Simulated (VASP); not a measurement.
## H3CCl: single point with PBE+D3(BJ)

The system is H3CCl.

```
C Cl H
1.0
     9.02872    0.00000    0.00000
     0.00000    9.02872    0.00000
     0.00000    0.00000    9.02872
C Cl H
8 8 24
Direct
  0.09745 0.72382 0.33679
  0.42163 0.36286 0.44009
  0.96278 0.47636 0.76365
  0.90177 0.10231 0.29481
  0.80166 0.05576 0.75878
  0.36625 0.32357 0.01989
  0.39035 0.73038 0.92673
  0.57425 0.75055 0.30343
  0.12478 0.79429 0.52065
  0.47150 0.17042 0.44325
  0.79673 0.47430 0.65383
  0.01467 0.24944 0.22040
  0.79442 0.91860 0.90337
  0.37734 0.25012 0.83633
  0.21570 0.82711 0.93201
  0.57098 0.79439 0.49666
  0.12053 0.81222 0.25720
  0.17359 0.63111 0.31972
  0.98307 0.68522 0.32721
  0.43738 0.40774 0.55147
  0.49404 0.41916 0.36102
  0.30549 0.37105 0.40637
  0.94231 0.41209 0.86439
  0.05183 0.42610 0.69872
  0.98909 0.59165 0.79010
  0.96408 0.04857 0.38393
  0.79922 0.15112 0.33694
  0.87955 0.02505 0.20413
  0.89756 0.12658 0.77958
  0.81331 0.99727 0.65339
  0.69891 0.11968 0.76140
  0.35606 0.23160 0.09804
  0.46728 0.38703 0.04120
  0.26880 0.39531 0.02670
  0.39051 0.65686 0.83043
  0.47997 0.81190 0.91815
  0.40009 0.66578 0.02884
  0.56636 0.85336 0.23968
  0.67780 0.69252 0.27889
  0.47938 0.67908 0.27933
```

```json
{
 "Program": "VASP 6.6.1",
 "Task": "single point",
 "Functional": "PBE",
 "Dispersion": "D3(BJ)",
 "Potentials or basis": "VASP PAW PBE potentials, release 64 (C_h, Cl, H_h)",
 "Cutoff": "910 eV",
 "k mesh": "1 × 1 × 1",
 "Occupations": "fermi-dirac, width 0.05 eV",
 "Spin": "no spin polarisation"
}
```

- Pressure: -0.6 GPa
- Largest force: 0.243 eV/Å
- Band gap on the k mesh: 5.28 eV
- Dispersion energy per atom: -0.041 eV

Forces in eV/Å, atoms in the order of the input:
```
C    0.018  0.051  0.139
C    0.031 -0.117 -0.004
C   -0.112  0.011 -0.067
C    0.137  0.134 -0.049
C   -0.005 -0.081  0.068
C    0.021  0.005 -0.037
C   -0.165  0.158 -0.024
C   -0.014  0.036  0.111
Cl  -0.009 -0.039 -0.122
Cl  -0.023  0.101 -0.005
Cl   0.128 -0.023  0.082
Cl  -0.106 -0.108  0.083
Cl  -0.004  0.046 -0.062
Cl   0.007  0.007  0.023
Cl   0.187 -0.155  0.002
Cl  -0.001 -0.039 -0.127
H    0.001 -0.005 -0.008
H   -0.002 -0.009  0.010
H   -0.007 -0.003  0.002
H   -0.002  0.002  0.006
H    0.002  0.013  0.008
H   -0.008  0.005 -0.003
H    0.002  0.012  0.004
H    0.013  0.004  0.005
H    0.000 -0.020 -0.007
H   -0.010  0.019 -0.026
H   -0.007 -0.018  0.000
H   -0.032  0.003  0.007
H    0.007 -0.005  0.008
H   -0.001 -0.010  0.000
H   -0.006 -0.001  0.009
H    0.000 -0.022  0.006
H    0.007 -0.021  0.009
H   -0.003  0.000  0.000
H   -0.008  0.024 -0.022
H   -0.074 -0.035  0.006
H    0.027  0.041 -0.035
H    0.014 -0.010  0.019
H   -0.010  0.015 -0.014
H    0.006  0.034  0.006
```

Stress tensor (GPa, compression positive):
```
-0.60  0.02  0.00
 0.02 -0.59  0.02
 0.00  0.02 -0.69
```

Levels at points of the mesh, in eV from the valence-band top:
```tsv
k point	band 52	band 53	band 54	band 55	band 56	band 57	band 58	band 59	band 60	band 61
(0.00, 0.00, 0.00)	-0.21	-0.17	-0.14	-0.10	0.00	5.28	5.69	5.80	6.09	6.16
```

Run time: 2.7 min on 1 thread of Intel(R) Xeon(R) 6975P-C (Granite Rapids), on a shared host, peak memory 1.3 GiB.

Caveat: the k points lie up to 0.70 Å⁻¹ apart; the cutoff is under 1.25 times the usual one of these potentials, so pressure, stress and relaxed cells hold a basis-set (Pulay) error.
